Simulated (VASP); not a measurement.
Wanted: the native input for a VASP 6.6.1 run.

```yaml
Task: single point
Functional: LDA
Potentials_or_basis: VASP PAW LDA potentials, release 64 (Pt)
Cutoff: 500 eV
k_mesh: 9 × 9 × 9
Occupations: gaussian, width 0.05 eV
Spin: no spin polarisation
Dipole_correction: no
Further_INCAR_settings: ALGO = Normal; EDIFF = 1e-06; NBANDS = 11
```

The structure of Pt lies in POSCAR:

```
Pt
1.0
    0.0000000000      1.9100955803      1.9100955803
    1.9100955803      0.0000000000      1.9100955803
    1.9100955803      1.9100955803      0.0000000000
Pt
1
Direct
    0.0000000000      0.0000000000      0.0000000000
```

One way to write it, as run:

INCAR

```
ALGO     = Normal         # electronic algorithm
EDIFF    = 1E-6           # SCF threshold, eV
ENCUT    = 500            # plane-wave cutoff, eV
GGA_COMPAT= False        
ISIF     = 2              # what is computed and relaxed
ISMEAR   = 0              # smearing method
LASPH    = True           # aspherical terms in the spheres
LCHARG   = True           # write CHGCAR
LELF     = True           # ELF
LREAL    = False          # projectors in reciprocal space
LVHAR    = True         
LWAVE    = False          # write WAVECAR
NBANDS   = 11             # bands
NELM     = 120            # most SCF steps
PREC     = Accurate       # precision mode
SIGMA    = 0.05           # smearing width, eV
```

KPOINTS

```
k-points
0
Gamma
  9 9 9
```

Potentials or basis: VASP PAW LDA potentials, release 64 (Pt).

Command:

```bash
$ cat potpaw_LDA.64/Pt/POTCAR > POTCAR
$ mpirun -np 1 vasp_std > vasp.out
```

Results of the run:

The pressure is 21.0 GPa. The band gap on the k mesh is zero (bands 5 and 6 overlap by 2.37 eV).

Caveat: the cell stands under pressure; spin-orbit coupling is left out, which moves the levels of the heavy elements.

Wall time 4.7 s on 1 thread of Intel(R) Xeon(R) 6975P-C (Granite Rapids) (shared host), peak memory 0.12 GiB.
